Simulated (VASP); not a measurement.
# TaSi2 (P6_222) in VASP: further runs

The runs below take TaSi2 through single point, relaxation of cell and atoms, with PBEsol.

Everything below comes from runs of VASP 6.6.1. Logs are shortened: lines on timing, memory, paths and dates and some standing lists are left out, and cuts for length are marked.

### Step 1. The cell of the first run

Symmetry: P6_222, No. 180, hexagonal system. The conventional cell has a = 4.761 Å, b = 4.761 Å, c = 6.558 Å, α = 90.00°, β = 90.00°, γ = 120.00°. Ta (site symmetry 222) has 10 Si at 2.60 to 2.81 Å and 4 Ta at 3.23 Å within 3.4 Å. Si (site symmetry 2) has 9 Si at 2.55 to 3.31 Å and 5 Ta at 2.60 to 2.81 Å within 3.4 Å.

### Step 2. Single point, PBEsol

Contents of INCAR:

```
ALGO = Normal ; EDIFF = 1E-7
ENCUT = 520 ; GGA = PS
ISIF = 2 ; ISMEAR = 0
LASPH = T ; LCHARG = F
LREAL = F ; LWAVE = F
NBANDS = 38 ; NELM = 80
PREC = Accurate ; SIGMA = 0.1
```

Contents of KPOINTS:

```
k-points
0
Gamma
  9 9 6
```

Contents of POSCAR:

```
TaSi2
1.0
    4.7606332388      0.0000000000      0.0000000000
   -2.3803166194      4.1228293229      0.0000000000
    0.0000000000      0.0000000000      6.5575617350
Ta Si
3 6
Direct
    0.5000000000      0.0000000000      0.5000000000
    0.5000000000      0.5000000000      0.8333333333
    0.0000000000      0.5000000000      0.1666666667
    0.1592458298      0.3184916597      0.5000000000
    0.8407541702      0.1592458298      0.8333333333
    0.6815083403      0.8407541702      0.1666666667
    0.8407541702      0.6815083403      0.5000000000
    0.1592458298      0.8407541702      0.8333333333
    0.3184916597      0.1592458298      0.1666666667
```

Potentials or basis: VASP PAW PBE potentials, release 64 (Ta_pv, Si).

Command:

```console
$ cat potpaw_PBE.64/Ta_pv/POTCAR potpaw_PBE.64/Si/POTCAR > POTCAR
$ mpirun -np 1 vasp_std > vasp.out
```

OUTCAR:

```text
EDIFF = 1E-7
   ENCUT = 520
   GGA = PS
   ISIF = 2
   ISMEAR = 0
   LASPH = T
   LREAL = F
   NELM = 80
   PREC = Accurate

 ion  position               nearest neighbor table
   1  0.500  0.000  0.500-   6 2.60   9 2.60   8 2.60   5 2.60   4 2.72   7 2.72   7 2.72   4 2.72
                             4 2.81   7 2.81   2 3.23   2 3.23   3 3.23   3 3.23
   2  0.500  0.500  0.833-   4 2.60   7 2.60   6 2.60   9 2.60   5 2.72   8 2.72   8 2.72   5 2.72
                             8 2.81   5 2.81   1 3.23   1 3.23   3 3.23   3 3.23
   3  0.000  0.500  0.167-   4 2.60   7 2.60   5 2.60   8 2.60   9 2.72   6 2.72   9 2.72   6 2.72
                             6 2.81   9 2.81   1 3.23   1 3.23   2 3.23   2 3.23
   4  0.159  0.318  0.500-   5 2.55   9 2.55   3 2.60   2 2.60   7 2.63   1 2.72   1 2.72   1 2.81
                             7 2.81   7 2.81
   5  0.841  0.159  0.833-   4 2.55   6 2.55   1 2.60   3 2.60   8 2.63   2 2.72   2 2.72   2 2.81
                             8 2.81   8 2.81
   6  0.682  0.841  0.167-   7 2.55   5 2.55   1 2.60   2 2.60   9 2.63   3 2.72   3 2.72   3 2.81
                             9 2.81   9 2.81
   7  0.841  0.682  0.500-   8 2.55   6 2.55   3 2.60   2 2.60   4 2.63   1 2.72   1 2.72   1 2.81
                             4 2.81   4 2.81
   8  0.159  0.841  0.833-   7 2.55   9 2.55   1 2.60   3 2.60   5 2.63   2 2.72   2 2.72   2 2.81
                             5 2.81   5 2.81
   9  0.318  0.159  0.167-   4 2.55   8 2.55   1 2.60   2 2.60   6 2.63   3 2.72   3 2.72   3 2.81
                             6 2.81   6 2.81

  LATTYP: Found a hexagonal cell.
 ALAT       =     4.7606332388
 C/A-ratio  =     1.3774557724

  Lattice vectors:

 A1 = (   4.7606332388,   0.0000000000,   0.0000000000)
 A2 = (  -2.3803166194,   4.1228293229,   0.0000000000)
 A3 = (   0.0000000000,   0.0000000000,   6.5575617350)

Analysis of symmetry for initial positions (statically):
=====================================================================
 Subroutine PRICEL returns:
 Original cell was already a primitive cell.

 Routine SETGRP: Setting up the symmetry group for a
 hexagonal supercell.

 Subroutine GETGRP returns: Found 12 space group operations
 (whereof  4 operations were pure point group operations)
 out of a pool of 24 trial point group operations.

The static configuration has the point symmetry D_2 .
 The point group associated with its full space group is D_6 .

Analysis of symmetry for dynamics (positions and initial velocities):
=====================================================================
 Subroutine PRICEL returns:
 Original cell was already a primitive cell.

 Routine SETGRP: Setting up the symmetry group for a
 hexagonal supercell.

 Subroutine GETGRP returns: Found 12 space group operations
 (whereof  4 operations were pure point group operations)
 out of a pool of 24 trial point group operations.

The dynamic configuration has the point symmetry D_2 .
 The point group associated with its full space group is D_6 .

 Subroutine INISYM returns: Found 12 space group operations
 (whereof  4 operations are pure point group operations),
 and found     1 'primitive' translations

----------------------------------------------------------------------------------------

                                     Primitive cell

  volume of cell :     128.7071

  direct lattice vectors                    reciprocal lattice vectors
     4.760633239  0.000000000  0.000000000     0.210056089  0.121275940  0.000000000
    -2.380316619  4.122829323  0.000000000     0.000000000  0.242551879  0.000000000
     0.000000000  0.000000000  6.557561735     0.000000000  0.000000000  0.152495705

  length of vectors
     4.760633239  4.760633239  6.557561735     0.242551879  0.242551879  0.152495705

  position of ions in fractional coordinates (direct lattice)
     0.500000000  0.000000000  0.500000000
     0.500000000  0.500000000  0.833333333
     0.000000000  0.500000000  0.166666667
     0.159245830  0.318491660  0.500000000
     0.840754170  0.159245830  0.833333333
     0.681508340  0.840754170  0.166666667
     0.840754170  0.681508340  0.500000000
     0.159245830  0.840754170  0.833333333
     0.318491660  0.159245830  0.166666667

  ion indices of the primitive-cell ions
   primitive index   ion index
                 1           1
                 2           2
                 3           3
                 4           4
                 5           5
                 6           6
                 7           7
                 8           8
                 9           9

----------------------------------------------------------------------------------------

 KPOINTS: k-points

Automatic generation of k-mesh.
 Grid dimensions read from file:
 generate k-points for:    9    9    6

 Generating k-lattice:

  Cartesian coordinates                     Fractional coordinates (reciprocal lattice)
     0.023339565  0.013475104  0.000000000     0.111111111 -0.000000000  0.000000000
     0.000000000  0.026950209  0.000000000     0.000000000  0.111111111  0.000000000
     0.000000000  0.000000000  0.025415951     0.000000000  0.000000000  0.166666667

  Length of vectors
     0.026950209  0.026950209  0.025415951

  Shift w.r.t. Gamma in fractional coordinates (k-lattice)
     0.000000000  0.000000000  0.000000000

 Subroutine IBZKPT returns following result:
 ===========================================

 Found     48 irreducible k-points:

 Following reciprocal coordinates:
            Coordinates               Weight
  0.000000  0.000000  0.000000      1.000000
  0.111111  0.000000  0.000000      6.000000
  0.222222  0.000000  0.000000      6.000000
  0.333333  0.000000  0.000000      6.000000
  0.444444  0.000000  0.000000      6.000000
  0.111111  0.111111  0.000000      6.000000
[... 16 lines left out ...]
  0.333333  0.222222  0.166667     24.000000
  0.333333  0.333333  0.166667      4.000000
 [... further k-points ...]
   k-points           NKPTS =     48   k-points in BZ     NKDIM =     48   number of bands    NBANDS=     38
   number of dos      NEDOS =    301   number of ions     NIONS =      9
   total plane-waves  NPLWV =  64800
   dimension x,y,z NGX =    36 NGY =   36 NGZ =   50
   dimension x,y,z NGXF=    72 NGYF=   72 NGZF=  100
   ions per type =               3   6
   NGX,Y,Z   is equivalent  to a cutoff of  12.57, 12.57, 12.68 a.u.
   NGXF,Y,Z  is equivalent  to a cutoff of  25.14, 25.14, 25.35 a.u.
 SYSTEM =  unknown system
   PREC   = accura    normal or accurate (medium, high low for compatibility)
   ISTART =      0    job   : 0-new  1-cont  2-samecut
   ICHARG =      2    charge: 1-file 2-atom 10-const
   ISPIN  =      1    spin polarized calculation?
   LNONCOLLINEAR =      F non collinear calculations
   LSORBIT =      F    spin-orbit coupling
   LASPH  =      T    aspherical Exc in radial PAW
   ENCUT  =  520.0 eV  38.22 Ry    6.18 a.u.   8.85  8.85 12.19*2*pi/ulx,y,z
   NELM   =     80;   NELMIN=  2; NELMDL= -5     # of ELM steps
   EDIFF  = 0.1E-06   stopping-criterion for ELM
   LREAL  =      F    real-space projection
   EDIFFG = 0.1E-05   stopping-criterion for IOM
   NSW    =      0    number of steps for IOM
   IBRION =     -1    ionic relax: 0-MD 1-quasi-New 2-CG
   NFREE  =      0    steps in history (QN), initial steepest desc. (CG)
   ISIF   =      2    stress and relaxation
   ISYM   =      2    0-nonsym 1-usesym 2-fastsym
   POTIM  = 0.5000    time-step for ionic-motion
   TEBEG  =    0.0;   TEEND  =   0.0 temperature during run
   PSTRESS=    0.0 pullay stress
   NELECT =      57.0000    total number of electrons
   NUPDOWN=      -1.0000    fix difference up-down
   EMIN   =  10.00;   EMAX   =-10.00  energy-range for DOS
   EFERMI =   0.00;   METHOD = LEGACY
   ISMEAR =     0;   SIGMA  =   0.10  broadening in eV -4-tet -1-fermi 0-gaus
   EFERMI_NEDOS =   21; number of points for ismear=-14 and -15
   IALGO  =     38    algorithm
   IMIX   =      4    mixing-type and parameters
     AMIX     =   0.40;   BMIX     =  1.00
     AMIX_MAG =   1.60;   BMIX_MAG =  1.00
  volume/ion in A,a.u.               =      14.30        96.51
  Fermi-wavevector in a.u.,A,eV,Ry     =   1.247859  2.358112 21.186351  1.557153
  Thomas-Fermi vector in A             =   2.381972
   LORBIT       =      0    0 simple, 1 ext, 2 COOP (PROOUT), +10 PAW based schemes
   GGA     = PS    functional components
   LHFCALC =     F    Hartree Fock is set to
   AEXX    =    0.0000 exact exchange contribution
   IVDW    =     0    specifies the selected vdW correction
   LEPSILON=     F    determine dielectric tensor
   LRPA    =     F    only Hartree local field effects (RPA)
 non-spin polarized calculation
 Gauss-broadening in eV      SIGMA  =   0.10
  energy-cutoff  :      520.00
  volume of cell :      128.71
 maximum number of plane-waves:      3501
 NGX is ok and might be reduce to    36
   NGX = 17   NGY = 17   NGZ = 25

 number of electron      57.0000000 magnetization

 Free energy of the ion-electron system (eV)
  ---------------------------------------------------
  ext. energy  EPLUGINS =         0.00000000
  ---------------------------------------------------
  free energy    TOTEN  =       -77.34811533 eV

  energy without entropy =      -77.32571019  energy(sigma->0) =      -77.33691276

 E-fermi :   9.3976     XC(G=0): -12.2040

 val. band max:        9.3874226665   @ k =   0.3333   0.1111   0.5000
 cond. band min:       9.4067435742   @ k =   0.3333   0.2222   0.0000
 fundamental gap:      0.0193209077
 Fermi energy:         9.3976408857

 k-point     1 :       0.0000    0.0000    0.0000
  band No.  band energies     occupation
      1     -24.8948      2.00000
      2     -24.8948      2.00000
      3     -24.8909      2.00000
      4     -24.8187      2.00000
      5     -24.8187      2.00000
      6     -24.7239      2.00000
[... 30 lines left out ...]
     37      13.3399      0.00000
     38      13.4903      0.00000

 k-point     2 :       0.1111    0.0000    0.0000
  band No.  band energies     occupation
      1     -24.9130      2.00000
      2     -24.8974      2.00000
      3     -24.8740      2.00000
      4     -24.8201      2.00000
      5     -24.8172      2.00000
      6     -24.7266      2.00000
[... 30 lines left out ...]
     37      13.1740      0.00000
     38      13.3160      0.00000

 k-point     3 :       0.2222    0.0000    0.0000
  band No.  band energies     occupation
      1     -24.9304      2.00000
      2     -24.9036      2.00000
      3     -24.8607      2.00000
      4     -24.8239      2.00000
      5     -24.8127      2.00000
      6     -24.7287      2.00000
[... 30 lines left out ...]
     37      13.2478      0.00000
     38      13.3723      0.00000

 k-point     4 :       0.3333    0.0000    0.0000
  band No.  band energies     occupation
      1     -24.9429      2.00000
      2     -24.9100      2.00000
      3     -24.8539      2.00000
      4     -24.8281      2.00000
      5     -24.8069      2.00000
      6     -24.7284      2.00000
[... 30 lines left out ...]
     37      13.1437      0.00000
     38      13.7431      0.00000
[... 703 lines left out ...]
      4     -24.8161      2.00000
      5     -24.8010      2.00000
      6     -24.7485      2.00000
[... 30 lines left out ...]
     37      12.8150      0.00000
     38      13.0817      0.00000

 k-point    23 :       0.3333    0.2222    0.1667
  band No.  band energies     occupation
      1     -24.9463      2.00000
      2     -24.9166      2.00000
      3     -24.8743      2.00000
      4     -24.8138      2.00000
      5     -24.7946      2.00000
      6     -24.7536      2.00000
[... 30 lines left out ...]
     37      12.6845      0.00000
     38      12.9561      0.00000

 k-point    24 :       0.3333    0.3333    0.1667
  band No.  band energies     occupation
      1     -24.9476      2.00000
      2     -24.9144      2.00000
      3     -24.8810      2.00000
      4     -24.8103      2.00000
      5     -24.7909      2.00000
      6     -24.7589      2.00000
[... 30 lines left out ...]
     37      12.7511      0.00000
     38      13.1243      0.00000

 [... further k-points ...]

------------------------ aborting loop because EDIFF is reached ----------------------------------------

  FORCE on cell =-STRESS in cart. coord.  units (eV):
  Direction    XX          YY          ZZ          XY          YZ          ZX
  --------------------------------------------------------------------------------------
  -------------------------------------------------------------------------------------
  Total        0.2088832      0.2088832      0.2654774      0.0000000      0.0000000      0.0000000
  in kB        2.6002291      2.6002291      3.3047281      0.0000000      0.0000000      0.0000000
  external PRESSURE =       2.8350621 kB  Pullay stress =       0.0000000 kB

 VOLUME and BASIS-vectors are now :
 -----------------------------------------------------------------------------
  energy-cutoff  :      520.00
  volume of cell :      128.71
      direct lattice vectors                 reciprocal lattice vectors
     4.760633239  0.000000000  0.000000000     0.210056089  0.121275940  0.000000000
    -2.380316619  4.122829323  0.000000000     0.000000000  0.242551879  0.000000000
     0.000000000  0.000000000  6.557561735     0.000000000  0.000000000  0.152495705

 POSITION                                       TOTAL-FORCE (eV/Angst)
 -----------------------------------------------------------------------------------
      2.38032      0.00000      3.27878         0.000000      0.000000     -0.000000
      1.19016      2.06141      5.46463         0.000000      0.000000      0.000000
     -1.19016      2.06141      1.09293         0.000000     -0.000000      0.000000
     -0.00000      1.31309      3.27878         0.000000     -0.002530     -0.000000
      3.62347      0.65654      5.46463         0.002191     -0.001265     -0.000000
      1.24315      3.46629      1.09293         0.002191      0.001265     -0.000000
      2.38032      2.80974      3.27878         0.000000      0.002530     -0.000000
     -1.24315      3.46629      5.46463        -0.002191      0.001265     -0.000000
      1.13717      0.65654      1.09293        -0.002191     -0.001265     -0.000000
 -----------------------------------------------------------------------------------
    total drift:                               -0.000000     -0.000000     -0.000000

  FREE ENERGIE OF THE ION-ELECTRON SYSTEM (eV)
  ---------------------------------------------------
  free  energy   TOTEN  =       -77.3481153326 eV

  energy  without entropy=      -77.3257101948  energy(sigma->0) =      -77.33691276
```

Wall time 4.4 min (1 thread of AMD EPYC 7R43 (Zen 3), shared host); peak memory 0.31 GiB.

Results:

```yaml
Free_energy: -77.3481 eV
Pressure: 0.3 GPa
```

Forces in eV/Å, atoms in the order of the input:
```
Ta   0.000  0.000  0.000
Ta   0.000  0.000  0.000
Ta   0.000  0.000  0.000
Si   0.000 -0.003  0.000
Si   0.002 -0.001  0.000
Si   0.002  0.001  0.000
Si   0.000  0.003  0.000
Si  -0.002  0.001  0.000
Si  -0.002 -0.001  0.000
```

Caveat: the PAW data sets were made with another functional, which shifts forces and pressure a little; spin-orbit coupling is left out, which moves the levels of the heavy elements.

### Step 3. Relaxation of cell and atoms, PBEsol

This run uses another cell than the first one, of 14.66 Å³/atom, 1.025 times its volume.

Contents of INCAR:

```
SYSTEM = TaSi2
  PREC = Accurate
  ENCUT = 600
  EDIFF = 1E-6
  ISMEAR = 0
  SIGMA = 0.1
  LREAL = .FALSE.
  LASPH = .TRUE.
  NELM = 80
  ALGO = Normal
  ISIF = 3
  LWAVE = .FALSE.
  LCHARG = .FALSE.
  GGA = PS
  IBRION = 2
  NSW = 70
  EDIFFG = -0.005
```

Contents of KPOINTS:

```
Automatic mesh
0
G
  9 9 6
  0 0 0
```

Contents of POSCAR:

```
TaSi2
1.0
    4.8051009051      0.0000000000      0.0000000000
   -2.4025504525      4.1613394515      0.0000000000
    0.0000000000      0.0000000000      6.5988658923
Ta Si
3 6
Direct
    0.5000000000      0.0000000000      0.5000000000
    0.5000000000      0.5000000000      0.8333333333
    0.0000000000      0.5000000000      0.1666666667
    0.1589199928      0.3178399856      0.5000000000
    0.8410800072      0.1589199928      0.8333333333
    0.6821600144      0.8410800072      0.1666666667
    0.8410800072      0.6821600144      0.5000000000
    0.1589199928      0.8410800072      0.8333333333
    0.3178399856      0.1589199928      0.1666666667
```

Potentials or basis: VASP PAW PBE potentials, release 64 (Ta_pv, Si).

Command:

```console
$ cat potpaw_PBE.64/Ta_pv/POTCAR potpaw_PBE.64/Si/POTCAR > POTCAR
$ mpirun -np 1 vasp_std > vasp.out
```

Run time: 24 min. Hardware: 1 thread of AMD EPYC 7R43 (Zen 3), shared host; peak memory 0.4 GiB.

The run converged. Its results:

| Property | Result |
| --- | --- |
| Free energy | -77.3496 eV |
| Relaxed volume | 14.32 Å³/atom |
| Relaxed cell | a = 4.763 Å, b = 4.763 Å, c = 6.560 Å, α = 90.00°, β = 90.00°, γ = 120.00° |
| Space group after relaxing (to 0.05 Å) | P6_222 (No. 180) |
| Energy gained by relaxing | 4.7 meV/atom |
| Ionic steps | 10 |
| Pressure after relaxing | 0.0 GPa |
| Largest force after relaxing | 0.003 eV/Å |

Forces on the atoms (eV/Å):
```
Ta   0.000  0.000  0.000
Ta   0.000  0.000  0.000
Ta   0.000  0.000  0.000
Si   0.000 -0.003  0.000
Si   0.003 -0.002  0.000
Si   0.003  0.002  0.000
Si   0.000  0.003  0.000
Si  -0.003  0.002  0.000
Si  -0.003 -0.002  0.000
```

The path:
```
step  energy change (eV)  largest force (eV/Å)  pressure (GPa)  volume (Å³)
   1              0.0000                0.0267           -4.34       131.95
   2              0.0589                0.0073            7.51       124.50
   3             -0.0416                0.0187           -0.03       128.97
   4             -0.0416                0.0184            0.05       128.91
   5             -0.0425                0.0187            0.07       128.85
   6             -0.0424                0.0187            0.07       128.86
   7             -0.0424                0.0187            0.07       128.86
   8             -0.0425                0.0076           -0.07       128.95
   9             -0.0425                0.0081           -0.08       128.95
  10             -0.0425                0.0033            0.01       128.89
```

Final structure:
```
Ta Si
1.0
     4.76307    0.00000    0.00000
    -2.38153    4.12494    0.00000
     0.00000    0.00000    6.56030
Ta Si
3 6
Direct
  0.50000 0.00000 0.50000
  0.50000 0.50000 0.83333
  0.00000 0.50000 0.16667
  0.15925 0.31850 0.50000
  0.84075 0.15925 0.83333
  0.68150 0.84075 0.16667
  0.84075 0.68150 0.50000
  0.15925 0.84075 0.83333
  0.31850 0.15925 0.16667
```

Levels at points of the mesh, in eV from the Fermi level:
```tsv
k point	band 25	band 26	band 27	band 28	band 29	band 30	band 31	band 32	band 33	band 34
(0.00, 0.00, 0.00)	-2.53	-2.41	-2.22	-2.22	-1.48	0.69	3.00	3.00	3.50	3.59
(0.00, 0.00, 0.50)	-2.28	-1.98	-1.78	-1.78	1.11	1.11	2.68	2.68	3.43	3.51
```

Caveat: the PAW data sets were made with another functional, which shifts forces and pressure a little; spin-orbit coupling is left out, which moves the levels of the heavy elements.
